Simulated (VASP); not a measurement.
Write the native input for VASP 6.6.1 that does the following.

| Quantity | Value |
| --- | --- |
| Task | relaxation of cell and atoms |
| Functional | PBE |
| Potentials or basis | VASP PAW PBE potentials, release 64 (Zn, Cd, S) |
| Cutoff | 600 eV |
| k mesh | 18 × 18 × 4 |
| Occupations | gaussian, width 0.1 eV |
| Spin | no spin polarisation |
| Dipole correction | no |
| Further INCAR settings | ALGO = Normal; EDIFF = 1e-07; IBRION = 2; EDIFFG = -0.01; NSW = 100; ISIF = 3 |

The structure of ZnCd2S lies in POSCAR:

```
ZnCd2S
1.0
    2.8714898435      0.0000000000      0.0000000000
   -1.4357449218      2.4867831512      0.0000000000
    0.0000000000      0.0000000000     11.7410623893
Zn Cd S
1 2 1
Direct
    0.0000000000      0.0000000000      0.5000000000
    0.0000000000      0.0000000000      0.2420466669
    0.0000000000      0.0000000000      0.7579533331
    0.0000000000      0.0000000000      0.0000000000
```

The cell was built from a structure type or drawn by symmetry, and may not be a known phase.

These files were run (other wordings do the same):

INCAR

```
SYSTEM = ZnCd2S
  ALGO = Normal
  EDIFF = 1E-7
  EDIFFG = -0.01
  ENCUT = 600
  GGA = PE
  IBRION = 2
  ISIF = 3
  ISMEAR = 0
  LASPH = .TRUE.
  LCHARG = .FALSE.
  LREAL = .FALSE.
  LWAVE = .FALSE.
  NELM = 60
  NSW = 100
  PREC = Accurate
  SIGMA = 0.1
```

KPOINTS

```
k-points
0
G
  18 18 4
  0 0 0
```

Potentials or basis: VASP PAW PBE potentials, release 64 (Zn, Cd, S).

The run is started by

```bash
$ cat potpaw_PBE.64/Zn/POTCAR potpaw_PBE.64/Cd/POTCAR potpaw_PBE.64/S/POTCAR > POTCAR
$ mpirun -np 1 vasp_std > vasp.out
```

Results of the run:

* Relaxed volume: 21.21 Å³/atom
* Relaxed cell: a = 2.927 Å, b = 2.927 Å, c = 11.435 Å, α = 90.00°, β = 90.00°, γ = 120.00°
* Space group after relaxing (to 0.1 Å): P6/mmm (No. 191)
* Energy gained by relaxing: 5.9 meV/atom
* Ionic steps: 10
* Pressure after relaxing: 0.0 GPa
* Largest force after relaxing: 0.006 eV/Å
* Band gap on the k mesh: zero (bands 21 and 22 overlap by 2.45 eV)

It took 10 min on 1 thread of Intel(R) Xeon(R) 6975P-C (Granite Rapids), on a shared host, peak memory 0.47 GiB.
